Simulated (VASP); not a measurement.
# SiO2 (Stishovite) (P4_2/mnm) in VASP: further runs, part 2 of 2

VASP 6.6.1. The steps go on from the part before.

## 3. Single point, PBE

This run uses another cell than the first one, of 8.06 Å³/atom, 1.020 times its volume.

The input, INCAR:

```
ALGO = Normal
EDIFF = 1E-7
ENCUT = 520
GGA = PE
ISIF = 2
ISMEAR = -1
LASPH = T
LCHARG = F
LREAL = F
LWAVE = F
NBANDS = 25
NELM = 100
PREC = Accurate
SIGMA = 0.05
```

The input, KPOINTS:

```
k-points
0
Gamma
  6 6 8
```

The input, POSCAR:

```
SiO2
1.0
    4.2322707776      0.0000000000      0.0000000000
    0.0000000000      4.2322707776      0.0000000000
    0.0000000000      0.0000000000      2.7002724431
Si O
2 4
Direct
    0.0000000000      0.0000000000      0.0000000000
    0.5000000000      0.5000000000      0.5000000000
    0.3059000000      0.3059000000      0.0000000000
    0.1941000000      0.8059000000      0.5000000000
    0.6941000000      0.6941000000      0.0000000000
    0.8059000000      0.1941000000      0.5000000000
```

Potentials or basis: VASP PAW PBE potentials, release 64 (Si, O).

Launch:

```bash
cat potpaw_PBE.64/Si/POTCAR potpaw_PBE.64/O/POTCAR > POTCAR
mpirun -np 1 vasp_std > vasp.out
```

It took 17 s on 1 thread of Intel Xeon 6975P-C (Granite Rapids), shared host; peak memory 0.17 GiB.

The run converged. Its results:

```
Free energy            : -46.3149 eV
Pressure               : -1.2 GPa
Largest force          : 0.158 eV/Å
Band gap on the k mesh : 4.93 eV, direct
```

Forces in eV/Å, atoms in the order of the input:
```
Si   0.000  0.000  0.000
Si   0.000  0.000  0.000
O    0.112  0.112  0.000
O   -0.112  0.112  0.000
O   -0.112 -0.112  0.000
O    0.112 -0.112  0.000
```

Stress tensor (GPa, compression positive):
```
-0.99  0.00  0.00
 0.00 -0.99  0.00
 0.00  0.00 -1.60
```

Levels at points of the mesh, in eV from the valence-band top:
| k point | band 13 | band 14 | band 15 | band 16 | band 17 | band 18 | band 19 | band 20 |
| --- | --- | --- | --- | --- | --- | --- | --- | --- |
| (0.00, 0.00, 0.00) | -2.48 | -0.86 | -0.86 | 0.00 | 4.93 | 6.56 | 8.18 | 8.18 |
| (0.50, 0.00, 0.00) | -2.61 | -2.61 | -1.03 | -1.03 | 7.23 | 7.23 | 8.80 | 8.80 |
| (0.50, 0.50, 0.00) | -2.59 | -2.59 | -2.16 | -2.16 | 6.97 | 6.97 | 9.71 | 9.71 |
| (0.00, 0.00, 0.50) | -2.90 | -2.90 | -2.55 | -2.55 | 8.57 | 8.57 | 12.27 | 12.27 |
| (0.50, 0.00, 0.50) | -2.20 | -2.20 | -1.67 | -1.67 | 8.36 | 8.36 | 9.44 | 9.44 |
| (0.50, 0.50, 0.50) | -1.69 | -1.69 | -1.48 | -1.48 | 6.70 | 6.70 | 10.74 | 10.74 |

A k mesh can miss the band edges. Expect the measured gap to be larger: semilocal functionals such as PBE lack the derivative discontinuity.

## 4. Single point, PBE

This run uses another cell than the first one, of 8.22 Å³/atom, 1.039 times its volume.

The input, INCAR:

```
SYSTEM = SiO2
ALGO     = Normal         ! electronic algorithm
EDIFF    = 1E-6           ! SCF threshold, eV
ENCUT    = 520            ! plane-wave cutoff, eV
GGA      = PE             ! functional
ISIF     = 2              ! what is computed and relaxed
ISMEAR   = -1             ! smearing method
LASPH    = .True.         ! aspherical terms in the spheres
LCHARG   = .True.         ! write CHGCAR
LELF     = .True.         ! ELF
LREAL    = .False.        ! projectors in reciprocal space
LVHAR    = .True.       
LWAVE    = .False.        ! write WAVECAR
NBANDS   = 25             ! bands
NELM     = 60             ! most SCF steps
PREC     = Accurate       ! precision mode
SIGMA    = 0.05           ! smearing width, eV
```

The input, KPOINTS:

```
k-points
0
Gamma
  6 6 8
  0 0 0
```

Changes to POSCAR since step 3:

```diff
@@ -2,5 +2,5 @@
 1.0
-    4.2322707776      0.0000000000      0.0000000000
-    0.0000000000      4.2322707776      0.0000000000
-    0.0000000000      0.0000000000      2.7002724431
+    4.2592286431      0.0000000000      0.0000000000
+    0.0000000000      4.2592286431      0.0000000000
+    0.0000000000      0.0000000000      2.7174720943
 Si O
```

Potentials or basis: VASP PAW PBE potentials, release 64 (Si, O).

Launch:

```bash
cat potpaw_PBE.64/Si/POTCAR potpaw_PBE.64/O/POTCAR > POTCAR
mpirun -np 1 vasp_std > vasp.out
```

OUTCAR:

```text
SYSTEM = SiO2
   EDIFF = 1E-6
   ENCUT = 520
   GGA = PE
   ISIF = 2
   ISMEAR = -1
   LASPH = .True.
   LREAL = .False.
   NELM = 60
   PREC = Accurate

 ion  position               nearest neighbor table
   1  0.000  0.000  0.000-   4 1.79   6 1.79   4 1.79   6 1.79   5 1.84   3 1.84
   2  0.500  0.500  0.500-   3 1.79   5 1.79   3 1.79   5 1.79   4 1.84   6 1.84
   3  0.306  0.306  0.000-   2 1.79   2 1.79   1 1.84
   4  0.194  0.806  0.500-   1 1.79   1 1.79   2 1.84
   5  0.694  0.694  0.000-   2 1.79   2 1.79   1 1.84
   6  0.806  0.194  0.500-   1 1.79   1 1.79   2 1.84
[... 881 lines left out ...]
  -------------------------------------------------------------------------------------
  Total       -1.8404653     -1.8404653     -2.4000621      0.0000000      0.0000000      0.0000000
  in kB      -59.8151532    -59.8151532    -78.0020575      0.0000000      0.0000000      0.0000000
  external PRESSURE =     -65.8774546 kB  Pullay stress =       0.0000000 kB

 VOLUME and BASIS-vectors are now :
 -----------------------------------------------------------------------------
  energy-cutoff  :      520.00
  volume of cell :       49.30
      direct lattice vectors                 reciprocal lattice vectors
     4.259228643  0.000000000  0.000000000     0.234784296  0.000000000  0.000000000
     0.000000000  4.259228643  0.000000000     0.000000000  0.234784296  0.000000000
     0.000000000  0.000000000  2.717472094     0.000000000  0.000000000  0.367989059

 POSITION                                       TOTAL-FORCE (eV/Angst)
 -----------------------------------------------------------------------------------
      0.00000      0.00000      0.00000         0.000000      0.000000      0.000000
      2.12961      2.12961      1.35874         0.000000      0.000000      0.000000
      1.30290      1.30290      0.00000         0.193828      0.193828      0.000000
      0.82672      3.43251      1.35874        -0.193828      0.193828      0.000000
      2.95633      2.95633      0.00000        -0.193828     -0.193828     -0.000000
      3.43251      0.82672      1.35874         0.193828     -0.193828     -0.000000
 -----------------------------------------------------------------------------------
    total drift:                                0.000000      0.000000     -0.000000

  FREE ENERGIE OF THE ION-ELECTRON SYSTEM (eV)
  ---------------------------------------------------
  free  energy   TOTEN  =       -46.2940525404 eV

  energy  without entropy=      -46.2940525404  energy(sigma->0) =      -46.29405254
```

stdout:

```text
POSCAR found type information on POSCAR SiO
 POSCAR found :  2 types and       6 ions
 scaLAPACK will be used
 LDA part: xc-table for (Slater+PW92), standard interpolation
 POSCAR, INCAR and KPOINTS ok, starting setup
 FFT: planning ... GRIDC
 FFT: planning ... GRID_SOFT
 FFT: planning ... GRID
 WAVECAR not read
 entering main loop
```

Run time: 16 s. Hardware: 1 thread of Intel Xeon 6975P-C (Granite Rapids), shared host; peak memory 0.17 GiB.

Results:

```
Free energy            : -46.2941 eV
Pressure               : -6.6 GPa
Largest force          : 0.274 eV/Å
Band gap on the k mesh : 4.61 eV, direct
```

Forces on the atoms (eV/Å):
```
Si   0.000  0.000  0.000
Si   0.000  0.000  0.000
O    0.194  0.194  0.000
O   -0.194  0.194  0.000
O   -0.194 -0.194  0.000
O    0.194 -0.194  0.000
```

Stress tensor (GPa, compression positive):
```
-5.98  0.00  0.00
 0.00 -5.98  0.00
 0.00  0.00 -7.80
```

## 5. The runs side by side

```tsv
cell	gap on the mesh (eV)	pressure (GPa)	largest force (eV/Å)
a = 4.205, b = 4.205, c = 2.683 Å, 6 atoms	5.27	4.8	0.03
a = 4.232, b = 4.232, c = 2.700 Å, 6 atoms	4.93	-1.2	0.16
a = 4.259, b = 4.259, c = 2.717 Å, 6 atoms	4.61	-6.6	0.27
```

Alike in all rows: task single point; level PBE; potentials or basis VASP PAW PBE potentials, release 64 (Si, O); no spin polarisation; k mesh 6 × 6 × 8; cutoff (eV) 520; smearing fermi-dirac 0.05 eV.

Total energies depend on the potentials used, so only differences within one code and one set of settings carry meaning.
